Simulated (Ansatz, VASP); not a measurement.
Two plane-wave programs on H3C5I2N

The input INCAR:

```
SYSTEM = H3C5I2N
ALGO     = Normal         ! electronic algorithm
EDIFF    = 1E-7           ! SCF threshold, eV
EDIFFG   = -0.02          ! ionic threshold
ENCUT    = 600            ! plane-wave cutoff, eV
GGA      = PE             ! functional
GGA_COMPAT= .FALSE.      
IBRION   = 2              ! ionic algorithm
ISIF     = 3              ! what is computed and relaxed
ISMEAR   = 0              ! smearing method
IVDW     = 12             ! dispersion correction
LASPH    = .TRUE.         ! aspherical terms in the spheres
LCHARG   = .FALSE.        ! write CHGCAR
LREAL    = .FALSE.        ! projectors in reciprocal space
LWAVE    = .FALSE.        ! write WAVECAR
NELM     = 120            ! most SCF steps
NELMIN   = 4            
NSW      = 90             ! ionic steps
PREC     = Accurate       ! precision mode
SIGMA    = 0.02           ! smearing width, eV
```

File KPOINTS:

```
k-points
0
G
  4 4 4
  0 0 0
```

The input POSCAR:

```
H3C5I2N
1.0
    0.0000000000      8.5463335287      3.0738195719
    3.3672905174      0.0000000000      3.0738195719
    3.3672905174      8.5463335287      0.0000000000
H C I N
3 5 2 1
Direct
    0.2431567329      0.4957833291      0.5042166709
    0.4957833291      0.2431567329      0.7568432671
    0.1624807277      0.1624807277      0.8375192723
    0.6143236344      0.7472287493      0.2527712507
    0.7472287493      0.6143236344      0.3856763656
    0.3837448091      0.5248224811      0.4751775189
    0.5248224811      0.3837448091      0.6162551909
    0.3403609931      0.3403609931      0.6596390069
    0.6939008602      0.0372661014      0.9627338986
    0.0372661014      0.6939008602      0.3060991398
    0.7924315818      0.7924315818      0.2075684182
```

Input for Ansatz:

```yaml
crystal:
  lattice:
    - [0.0, 8.5463335287, 3.0738195719]
    - [3.3672905174, 0.0, 3.0738195719]
    - [3.3672905174, 8.5463335287, 0.0]
  atoms:
    - { symbol: H, position: [0.2431567329, 0.4957833291, 0.5042166709] }
    - { symbol: H, position: [0.4957833291, 0.2431567329, 0.7568432671] }
    - { symbol: H, position: [0.1624807277, 0.1624807277, 0.8375192723] }
    - { symbol: C, position: [0.6143236344, 0.7472287493, 0.2527712507] }
    - { symbol: C, position: [0.7472287493, 0.6143236344, 0.3856763656] }
    - { symbol: C, position: [0.3837448091, 0.5248224811, 0.4751775189] }
    - { symbol: C, position: [0.5248224811, 0.3837448091, 0.6162551909] }
    - { symbol: C, position: [0.3403609931, 0.3403609931, 0.6596390069] }
    - { symbol: I, position: [0.6939008602, 0.0372661014, 0.9627338986] }
    - { symbol: I, position: [0.0372661014, 0.6939008602, 0.3060991398] }
    - { symbol: "N", position: [0.7924315818, 0.7924315818, 0.2075684182] }
basis:
  ecutwfc: 420
kpoints:
  mp_grid: { grid: [4, 4, 4] }
hamiltonian:
  xc: pbe
  dispersion: d3bj
scf:
  occupations: { method: gaussian, width: 0.02 }
output:
  forces: true
  stress: true
  eigenvalues: true
  write_density: true
  write_potential: true
  elf: true
  volumetric_format: npy
relax:
  adjacent_minimum: "off"
  f_tol: 0.02
  max_steps: 70
  cell: { stress_tol: 0.03 }
```

Alike in both runs: task relaxation of cell and atoms; functional PBE; dispersion D3(BJ); k mesh 4 × 4 × 4; occupations gaussian, width 0.02 eV; no spin polarisation.

|  | VASP | Ansatz |
| --- | --- | --- |
| version | VASP 6.6.1 | Ansatz 0.2.0 |
| potentials or method | VASP PAW PBE potentials, release 64 (H, C, I, N), cutoff 600 eV | scalar-relativistic, plane waves, PAW |
| valence electrons in the cell | 42 | 62 |

Ansatz gave:

| Property | Result |
| --- | --- |
| gap on the k mesh at the Fermi level, each at its own relaxed structure (eV) | 2.84 |
| relaxed volume (Å³/atom) | 15.99 |
| relaxed length of the cell vector where the two differ most in proportion (Å) | 4.555 |

Problem. Which values does VASP return?

Solution. gap on the k mesh at the Fermi level, each at its own relaxed structure (eV): 2.82; relaxed volume (Å³/atom): 15.75; relaxed length of the cell vector where the two differ most in proportion (Å): 4.525.

VASP's potentials hold 42 valence electrons a cell and Ansatz's 62, so a difference there can come from the potentials and not from the codes.

Neither program's run includes spin-orbit coupling.
